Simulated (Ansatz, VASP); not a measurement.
Two plane-wave programs on CuGe

```
Cu Ge
1.0
     1.80317   -4.21411    0.00000
     1.80317    4.21411    0.00000
     0.00000    0.00000    4.15936
Cu Ge
2 2
Direct
  0.58380 0.41620 0.25000
  0.41620 0.58380 0.75000
  0.87495 0.12505 0.25000
  0.12505 0.87495 0.75000
```

Alike in both runs: task relaxation of cell and atoms; functional PBE; k mesh 6 × 6 × 4; occupations gaussian, width 0.1 eV; no spin polarisation.

|  | VASP | Ansatz |
| --- | --- | --- |
| version | VASP 6.6.1 | Ansatz 0.2.0 |
| potentials or method | VASP PAW PBE potentials, release 64 (Cu, Ge_d), cutoff 600 eV | scalar-relativistic, plane waves, PAW |
| valence electrons in the cell | 50 | 66 |

VASP gave:

```
gap on the k mesh at the Fermi level, each at its own relaxed structure (eV) : none
relaxed volume (Å³/atom)                                                     : 15.45
relaxed cell length with the largest relative difference (Å)                 : 4.787
```

Q: Estimate Ansatz's values.

A: gap on the k mesh at the Fermi level, each at its own relaxed structure (eV): none; relaxed volume (Å³/atom): 15.41; relaxed cell length with the largest relative difference (Å): 4.762.

A gap of «none» marks a metal or a gap that the smearing closes. VASP's potentials hold 50 valence electrons a cell and Ansatz's 66, so a difference there can come from the potentials and not from the codes.

The k mesh is coarse, so the values compare programs but aren't converged.
